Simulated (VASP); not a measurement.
# La (P6_3/mmc) in VASP: a series of runs

The runs below take La through single point, with PBE.

Program: VASP 6.6.1. These are calculated values, not measurements. Logs are shortened: lines on timing, memory, paths and dates and some standing lists are left out, and cuts for length are marked.

## Step 1: The cell of the first run

The structure is hexagonal, space group P6_3/mmc (No. 194). Conventional cell: a = 3.750 Å, b = 3.750 Å, c = 6.070 Å, α = 90.00°, β = 90.00°, γ = 120.00°. La (site symmetry -6m2) has 12 La at 3.73 to 3.75 Å within 4.9 Å.

## Step 2: Single point, PBE

INCAR reads:

```
SYSTEM = La
PREC = Accurate
ENCUT = 520
EDIFF = 1E-7
ISMEAR = -1
SIGMA = 0.28
LREAL = .FALSE.
LASPH = .TRUE.
NELM = 80
ALGO = Normal
ISIF = 2
LWAVE = .FALSE.
LCHARG = .FALSE.
GGA = PE
NBANDS = 18
```

KPOINTS reads:

```
regular mesh
0
G
  11 11 6
  0 0 0
```

POSCAR reads:

```
La
1.0
    3.7500020507      0.0000000000      0.0000000000
   -1.8750010253      3.2475970401      0.0000000000
    0.0000000000      0.0000000000      6.0700000000
La
2
Direct
    0.3333333333      0.6666666667      0.2500000000
    0.6666666667      0.3333333333      0.7500000000
```

Potentials or basis: VASP PAW PBE potentials, release 64 (La).

The run is started by

```sh
cat potpaw_PBE.64/La/POTCAR > POTCAR
mpirun -np 1 vasp_std > vasp.out
```

OUTCAR:

```text
SYSTEM = La
   PREC = Accurate
   ENCUT = 520
   EDIFF = 1E-7
   ISMEAR = -1
   LREAL = .FALSE.
   LASPH = .TRUE.
   NELM = 80
   ISIF = 2
   GGA = PE

 ion  position               nearest neighbor table
   1  0.333  0.667  0.250-
   2  0.667  0.333  0.750-

  LATTYP: Found a hexagonal cell.
 ALAT       =     3.7500020507
 C/A-ratio  =     1.6186657815

  Lattice vectors:

 A1 = (   3.7500020507,   0.0000000000,   0.0000000000)
 A2 = (  -1.8750010253,   3.2475970401,   0.0000000000)
 A3 = (   0.0000000000,   0.0000000000,   6.0700000000)

Analysis of symmetry for initial positions (statically):
=====================================================================
 Subroutine PRICEL returns:
 Original cell was already a primitive cell.

 Routine SETGRP: Setting up the symmetry group for a
 hexagonal supercell.

 Subroutine GETGRP returns: Found 24 space group operations
 (whereof 12 operations were pure point group operations)
 out of a pool of 24 trial point group operations.

The static configuration has the point symmetry D_3d.
 The point group associated with its full space group is D_6h.

Analysis of symmetry for dynamics (positions and initial velocities):
=====================================================================
 Subroutine PRICEL returns:
 Original cell was already a primitive cell.

 Routine SETGRP: Setting up the symmetry group for a
 hexagonal supercell.

 Subroutine GETGRP returns: Found 24 space group operations
 (whereof 12 operations were pure point group operations)
 out of a pool of 24 trial point group operations.

The dynamic configuration has the point symmetry D_3d.
 The point group associated with its full space group is D_6h.

 Subroutine INISYM returns: Found 24 space group operations
 (whereof 12 operations are pure point group operations),
 and found     1 'primitive' translations

----------------------------------------------------------------------------------------

                                     Primitive cell

  volume of cell :      73.9235

  direct lattice vectors                    reciprocal lattice vectors
     3.750002051  0.000000000  0.000000000     0.266666521  0.153959988  0.000000000
    -1.875001025  3.247597040  0.000000000     0.000000000  0.307919975  0.000000000
     0.000000000  0.000000000  6.070000000     0.000000000  0.000000000  0.164744646

  length of vectors
     3.750002051  3.750002051  6.070000000     0.307919975  0.307919975  0.164744646

[... 78 lines left out ...]
   ENCUT  =  520.0 eV  38.22 Ry    6.18 a.u.   6.97  6.97 11.29*2*pi/ulx,y,z
   NELM   =     80;   NELMIN=  2; NELMDL= -5     # of ELM steps
   EDIFF  = 0.1E-06   stopping-criterion for ELM
   LREAL  =      F    real-space projection
   EDIFFG = 0.1E-05   stopping-criterion for IOM
   NSW    =      0    number of steps for IOM
   IBRION =     -1    ionic relax: 0-MD 1-quasi-New 2-CG
   NFREE  =      0    steps in history (QN), initial steepest desc. (CG)
   ISIF   =      2    stress and relaxation
   ISYM   =      2    0-nonsym 1-usesym 2-fastsym
   POTIM  = 0.5000    time-step for ionic-motion
   TEBEG  =    0.0;   TEEND  =   0.0 temperature during run
   PSTRESS=    0.0 pullay stress
   NELECT =      22.0000    total number of electrons
   NUPDOWN=      -1.0000    fix difference up-down
   EMIN   =  10.00;   EMAX   =-10.00  energy-range for DOS
   EFERMI =   0.00;   METHOD = LEGACY
   ISMEAR =    -1;   SIGMA  =   0.28  broadening in eV -4-tet -1-fermi 0-gaus
   EFERMI_NEDOS =   21; number of points for ismear=-14 and -15
   IALGO  =     38    algorithm
   IMIX   =      4    mixing-type and parameters
     AMIX     =   0.40;   BMIX     =  1.00
     AMIX_MAG =   1.60;   BMIX_MAG =  1.00
  volume/ion in A,a.u.               =      36.96       249.43
  Fermi-wavevector in a.u.,A,eV,Ry     =   1.093004  2.065477 16.254295  1.194657
  Thomas-Fermi vector in A             =   2.229280
   LORBIT       =      0    0 simple, 1 ext, 2 COOP (PROOUT), +10 PAW based schemes
   GGA     = PE    functional components
   LHFCALC =     F    Hartree Fock is set to
   AEXX    =    0.0000 exact exchange contribution
   IVDW    =     0    specifies the selected vdW correction
   LEPSILON=     F    determine dielectric tensor
   LRPA    =     F    only Hartree local field effects (RPA)
 non-spin polarized calculation
  energy-cutoff  :      520.00
  volume of cell :       73.92
 maximum number of plane-waves:      2011
 NGX is ok and might be reduce to    28
   NGX = 13   NGY = 13   NGZ = 23

 number of electron      21.9999997 magnetization

 Free energy of the ion-electron system (eV)
  ---------------------------------------------------
  ext. energy  EPLUGINS =         0.00000000
  ---------------------------------------------------
  free energy    TOTEN  =       -10.17577389 eV

  energy without entropy =       -9.26800992  energy(sigma->0) =       -9.72189191

 E-fermi :   7.9120     XC(G=0):  -9.5740

 val. band max:        7.8942990435   @ k =   0.1818   0.0000   0.5000
 cond. band min:       7.9151823369   @ k =   0.2727   0.2727   0.1667
 fundamental gap:      0.0208832934
 Fermi energy:         7.9120153437

 k-point     1 :       0.0000    0.0000    0.0000
  band No.  band energies     occupation
      1     -24.8752      2.00000
      2     -24.6674      2.00000
      3      -9.2963      2.00000
      4      -8.0724      2.00000
      5      -8.0724      2.00000
      6      -7.8844      2.00000
[... 481 lines left out ...]
      5      -8.4666      2.00000
      6      -8.2144      2.00000
[... 10 lines left out ...]
     17       9.7896      0.00244
     18       9.8452      0.00201

 [... further k-points ...]

------------------------ aborting loop because EDIFF is reached ----------------------------------------

  FORCE on cell =-STRESS in cart. coord.  units (eV):
  Direction    XX          YY          ZZ          XY          YZ          ZX
  --------------------------------------------------------------------------------------
  -------------------------------------------------------------------------------------
  Total        0.5899986      0.5899986      0.6416560      0.0000000      0.0000000      0.0000000
  in kB       12.7873110     12.7873110     13.9069048      0.0000000      0.0000000      0.0000000
  external PRESSURE =      13.1605089 kB  Pullay stress =       0.0000000 kB

 VOLUME and BASIS-vectors are now :
 -----------------------------------------------------------------------------
  energy-cutoff  :      520.00
  volume of cell :       73.92
      direct lattice vectors                 reciprocal lattice vectors
     3.750002051  0.000000000  0.000000000     0.266666521  0.153959988  0.000000000
    -1.875001025  3.247597040  0.000000000     0.000000000  0.307919975  0.000000000
     0.000000000  0.000000000  6.070000000     0.000000000  0.000000000  0.164744646

 POSITION                                       TOTAL-FORCE (eV/Angst)
 -----------------------------------------------------------------------------------
     -0.00000      2.16506      1.51750        -0.000000     -0.000000      0.000000
      1.87500      1.08253      4.55250         0.000000      0.000000      0.000000
 -----------------------------------------------------------------------------------
    total drift:                               -0.000000      0.000000     -0.000000

  FREE ENERGIE OF THE ION-ELECTRON SYSTEM (eV)
  ---------------------------------------------------
  free  energy   TOTEN  =       -10.1757738906 eV

  energy  without entropy=       -9.2680099248  energy(sigma->0) =       -9.72189191
```

OSZICAR:

```text
N       E                     dE             d eps       ncg     rms          rms(c)
DAV:   1     0.251289779087E+03    0.25129E+03   -0.81256E+03  2312   0.168E+03
DAV:   2     0.264499713650E+02   -0.22484E+03   -0.22130E+03  3240   0.301E+02
DAV:   3    -0.656760786710E+01   -0.33018E+02   -0.31248E+02  3834   0.138E+02
[... 46 lines left out ...]
DAV:  50    -0.101757734524E+02   -0.12800E-06   -0.13138E-06  1506   0.254E-04    0.128E-04
DAV:  51    -0.101757735746E+02   -0.12218E-06   -0.12242E-06  1506   0.275E-04    0.123E-04
DAV:  52    -0.101757736867E+02   -0.11206E-06   -0.11365E-06  1506   0.261E-04    0.121E-04
DAV:  53    -0.101757737916E+02   -0.10489E-06   -0.10561E-06  1506   0.258E-04    0.122E-04
DAV:  54    -0.101757738906E+02   -0.99033E-07   -0.98232E-07  1506   0.226E-04
   1 F= -.10175774E+02 E0= -.97218919E+01  d E =-.907764E+00
```

Wall time 2.1 min (1 thread of AMD EPYC 9R45 (Zen 5), shared host); peak memory 0.22 GiB.

What came out:

- Free energy: -10.1758 eV
- Pressure: 1.3 GPa
- Band gap on the k mesh: zero (bands 11 and 12 overlap by 1.51 eV)

Caveat: so wide a smearing shifts energies and pressures; spin-orbit coupling is left out, which moves the levels of the heavy elements.

## Step 3: Single point, PBE

INCAR reads:

```
  ALGO = Normal
  EDIFF = 1E-7
  ENCUT = 520
  GGA = PE
  ISIF = 2
  ISMEAR = -5
  LASPH = True
  LCHARG = False
  LREAL = False
  LWAVE = False
  NBANDS = 18
  NELM = 60
  PREC = Accurate
  SIGMA = 0.1
```

KPOINTS reads:

```
k-points
0
Gamma
  11 11 6
```

POSCAR is that of step 2.

Potentials or basis: VASP PAW PBE potentials, release 64 (La).

The run is started by

```sh
cat potpaw_PBE.64/La/POTCAR > POTCAR
mpirun -np 1 vasp_std > vasp.out
```

It took 60 s on 1 thread of AMD EPYC 9R45 (Zen 5), shared host; peak memory 0.22 GiB.

The run converged. Its results:

* Free energy: -9.7104 eV
* Pressure: 0.4 GPa
* Band gap on the k mesh: zero (bands 11 and 12 overlap by 1.47 eV)

Stress tensor (GPa, compression positive):
```
0.47 0.00 0.00
0.00 0.47 0.00
0.00 0.00 0.37
```

Levels at points of the mesh, in eV from the Fermi level:
```tsv
k point	band 7	band 8	band 9	band 10	band 11	band 12	band 13	band 14	band 15	band 16
(0.00, 0.00, 0.00)	-15.86	-15.84	-3.18	-1.76	1.09	1.32	1.32	1.54	1.62	1.67
(0.00, 0.00, 0.50)	-15.96	-15.96	-1.86	-1.86	0.59	0.59	1.37	1.37	1.37	1.37
```

Caveat: spin-orbit coupling is left out, which moves the levels of the heavy elements; tetrahedron occupations give inexact forces and stress in metals.

## Step 4: Single point, PBE (35.11 Å³/atom)

This run uses another cell than the first one, of 35.11 Å³/atom.

INCAR reads:

```
PREC = Accurate ; ENCUT = 520
EDIFF = 1E-7 ; ISMEAR = -1
SIGMA = 0.05 ; LREAL = F
LASPH = T ; NELM = 80
ALGO = Normal ; ISIF = 2
LWAVE = F ; LCHARG = F
GGA = PE ; NBANDS = 18
```

KPOINTS reads:

```
regular mesh
0
Gamma
  11 11 6
```

POSCAR reads:

```
La
1.0
    3.6864304128      0.0000000000      0.0000000000
   -1.8432152063      3.1925423867      0.0000000000
    0.0000000000      0.0000000000      5.9670987650
La
2
Direct
    0.3333333333      0.6666666667      0.2500000000
    0.6666666667      0.3333333333      0.7500000000
```

The run is started by

```sh
cat potpaw_PBE.64/La/POTCAR > POTCAR
mpirun -np 1 vasp_std > vasp.out
```

Run time: 93 s. Hardware: 1 thread of Intel Xeon Platinum 8375C at 2.90GHz (Ice Lake), shared host; peak memory 0.24 GiB.

It converged, with:

```
Free energy            : -9.6962 eV
Pressure               : 2.0 GPa
Band gap on the k mesh : zero (bands 11 and 12 overlap by 1.55 eV)
```

Levels at points of the mesh, in eV from the Fermi level:
```tsv
k point	band 7	band 8	band 9	band 10	band 11	band 12	band 13	band 14	band 15	band 16
(0.00, 0.00, 0.00)	-15.68	-15.65	-3.12	-1.81	1.12	1.36	1.36	1.62	1.72	1.75
(0.00, 0.00, 0.50)	-15.79	-15.79	-1.78	-1.78	0.65	0.65	1.41	1.41	1.41	1.41
```

Caveat: spin-orbit coupling is left out, which moves the levels of the heavy elements.

## Step 5: Single point, PBE (36.04 Å³/atom)

This run uses another cell than the first one, of 36.04 Å³/atom.

INCAR reads:

```
SYSTEM = La
PREC = Accurate ; ENCUT = 520
EDIFF = 1E-7 ; ISMEAR = -1
SIGMA = 0.05 ; LREAL = .False.
LASPH = .True. ; NELM = 80
ALGO = Normal ; ISIF = 2
LWAVE = .False. ; LCHARG = .False.
GGA = PE ; NBANDS = 18
```

KPOINTS reads:

```
regular mesh
0
Gamma
  11 11 6
  0 0 0
```

POSCAR reads:

```
La
1.0
    3.7184879385      0.0000000000      0.0000000000
   -1.8592439692      3.2203050184      0.0000000000
    0.0000000000      0.0000000000      6.0189891849
La
2
Direct
    0.3333333333      0.6666666667      0.2500000000
    0.6666666667      0.3333333333      0.7500000000
```

The run is started by

```sh
cat potpaw_PBE.64/La/POTCAR > POTCAR
mpirun -np 1 vasp_std > vasp.out
```

Wall time 92 s (1 thread of Intel Xeon Platinum 8375C at 2.90GHz (Ice Lake), shared host); peak memory 0.24 GiB.

It converged, with:

* Free energy: -9.7146 eV
* Pressure: 1.2 GPa
* Band gap on the k mesh: zero (bands 11 and 12 overlap by 1.51 eV)

Stress tensor (GPa, compression positive):
```
1.26 0.00 0.00
0.00 1.26 0.00
0.00 0.00 1.13
```

Levels at points of the mesh, in eV from the Fermi level:
| k point | band 9 | band 10 | band 11 | band 12 | band 13 | band 14 |
| --- | --- | --- | --- | --- | --- | --- |
| (0.00, 0.00, 0.00) | -3.14 | -1.78 | 1.11 | 1.35 | 1.35 | 1.59 |
| (0.00, 0.00, 0.50) | -1.82 | -1.82 | 0.62 | 0.62 | 1.40 | 1.40 |

Caveat: spin-orbit coupling is left out, which moves the levels of the heavy elements.

## Step 6: Single point, PBE (37.89 Å³/atom)

This run uses another cell than the first one, of 37.89 Å³/atom.

INCAR reads:

```
  ALGO = Normal
  EDIFF = 1E-6
  ENCUT = 520
  GGA = PE
  ISIF = 2
  ISMEAR = -1
  LASPH = T
  LCHARG = F
  LREAL = F
  LWAVE = F
  NBANDS = 18
  NELM = 60
  PREC = Accurate
  SIGMA = 0.05
```

KPOINTS reads:

```
k-points
0
Gamma
  11 11 6
```

POSCAR reads:

```
La
1.0
    3.7809952087      0.0000000000      0.0000000000
   -1.8904976043      3.2744379023      0.0000000000
    0.0000000000      0.0000000000      6.1201675643
La
2
Direct
    0.3333333333      0.6666666667      0.2500000000
    0.6666666667      0.3333333333      0.7500000000
```

Potentials or basis: VASP PAW PBE potentials, release 64 (La).

The run is started by

```sh
cat potpaw_PBE.64/La/POTCAR > POTCAR
mpirun -np 1 vasp_std > vasp.out
```

OUTCAR:

```text
EDIFF = 1E-6
   ENCUT = 520
   GGA = PE
   ISIF = 2
   ISMEAR = -1
   LASPH = T
   LREAL = F
   NELM = 60
   PREC = Accurate

 ion  position               nearest neighbor table
   1  0.333  0.667  0.250-
   2  0.667  0.333  0.750-

  LATTYP: Found a hexagonal cell.
 ALAT       =     3.7809952087
 C/A-ratio  =     1.6186657815

  Lattice vectors:

 A1 = (   3.7809952087,   0.0000000000,   0.0000000000)
 A2 = (  -1.8904976043,   3.2744379023,   0.0000000000)
 A3 = (   0.0000000000,   0.0000000000,   6.1201675643)

Analysis of symmetry for initial positions (statically):
=====================================================================
 Subroutine PRICEL returns:
 Original cell was already a primitive cell.

 Routine SETGRP: Setting up the symmetry group for a
 hexagonal supercell.

 Subroutine GETGRP returns: Found 24 space group operations
[... 159 lines left out ...]
  ---------------------------------------------------
  ext. energy  EPLUGINS =         0.00000000
  ---------------------------------------------------
  free energy    TOTEN  =        -9.72722795 eV

  energy without entropy =       -9.69253364  energy(sigma->0) =       -9.70988080

 E-fermi :   7.6681     XC(G=0):  -9.4806

 val. band max:        7.6546430359   @ k =   0.1818   0.1818   0.3333
 cond. band min:       7.6804748343   @ k =   0.1818   0.0909   0.0000
 fundamental gap:      0.0258317984
 Fermi energy:         7.6680594770

 k-point     1 :       0.0000    0.0000    0.0000
  band No.  band energies     occupation
      1     -25.2181      2.00000
      2     -25.0313      2.00000
      3      -9.5592      2.00000
      4      -8.4354      2.00000
      5      -8.4354      2.00000
      6      -8.2611      2.00000
[... 481 lines left out ...]
      5      -8.7973      2.00000
      6      -8.5655      2.00000
[... 10 lines left out ...]
     17       9.4101      0.00000
     18       9.4863      0.00000

 [... further k-points ...]

------------------------ aborting loop because EDIFF is reached ----------------------------------------

  FORCE on cell =-STRESS in cart. coord.  units (eV):
  Direction    XX          YY          ZZ          XY          YZ          ZX
  --------------------------------------------------------------------------------------
  -------------------------------------------------------------------------------------
  Total       -0.0412632     -0.0412632     -0.1633777     -0.0000000     -0.0000000      0.0000000
  in kB       -0.8725041     -0.8725041     -3.4545951     -0.0000000     -0.0000000      0.0000000
  external PRESSURE =      -1.7332011 kB  Pullay stress =       0.0000000 kB

 VOLUME and BASIS-vectors are now :
 -----------------------------------------------------------------------------
  energy-cutoff  :      520.00
  volume of cell :       75.77
      direct lattice vectors                 reciprocal lattice vectors
     3.780995209  0.000000000  0.000000000     0.264480631  0.152697964  0.000000000
    -1.890497604  3.274437902  0.000000000     0.000000000  0.305395927  0.000000000
     0.000000000  0.000000000  6.120167564     0.000000000  0.000000000  0.163394219

 POSITION                                       TOTAL-FORCE (eV/Angst)
 -----------------------------------------------------------------------------------
     -0.00000      2.18296      1.53004         0.000000     -0.000000      0.000000
      1.89050      1.09148      4.59013        -0.000000      0.000000      0.000000
 -----------------------------------------------------------------------------------
    total drift:                               -0.000000      0.000000     -0.000000

  FREE ENERGIE OF THE ION-ELECTRON SYSTEM (eV)
  ---------------------------------------------------
  free  energy   TOTEN  =        -9.7272279483 eV

  energy  without entropy=       -9.6925336448  energy(sigma->0) =       -9.70988080
```

Run time: 85 s. Hardware: 1 thread of Intel Xeon Platinum 8375C at 2.90GHz (Ice Lake), shared host; peak memory 0.24 GiB.

What came out:

- Free energy: -9.7272 eV
- Pressure: -0.2 GPa
- Band gap on the k mesh: zero (bands 11 and 12 overlap by 1.44 eV)

Stress tensor (GPa, compression positive):
```
-0.09  0.00  0.00
 0.00 -0.09  0.00
 0.00  0.00 -0.35
```

Caveat: spin-orbit coupling is left out, which moves the levels of the heavy elements.

## Step 7: Overview

| cell | smearing | gap on the mesh (eV) | pressure (GPa) |
| --- | --- | --- | --- |
| a = 3.750, b = 3.750, c = 6.070 Å, angles 90.0, 90.0, 120.0°, 2 atoms | fermi-dirac 0.28 eV | none | 1.3 |
| a = 3.750, b = 3.750, c = 6.070 Å, angles 90.0, 90.0, 120.0°, 2 atoms | tetrahedron | none | 0.4 |
| a = 3.686, b = 3.686, c = 5.967 Å, angles 90.0, 90.0, 120.0°, 2 atoms | fermi-dirac 0.05 eV | none | 2.0 |
| a = 3.718, b = 3.718, c = 6.019 Å, angles 90.0, 90.0, 120.0°, 2 atoms | fermi-dirac 0.05 eV | none | 1.2 |
| a = 3.781, b = 3.781, c = 6.120 Å, angles 90.0, 90.0, 120.0°, 2 atoms | fermi-dirac 0.05 eV | none | -0.2 |

Alike in all rows: task single point; level PBE; potentials or basis VASP PAW PBE potentials, release 64 (La); no spin polarisation; k mesh 11 × 11 × 6; cutoff (eV) 520.

Caveats: spin-orbit coupling is left out, which moves the levels of the heavy elements; so wide a smearing shifts energies and pressures (at least some runs); tetrahedron occupations give inexact forces and stress in metals (at least some runs).

Absolute energies hang on the potentials; compare differences alone.

The gap in the log of VASP goes by the Fermi energy; the results here count the filled bands.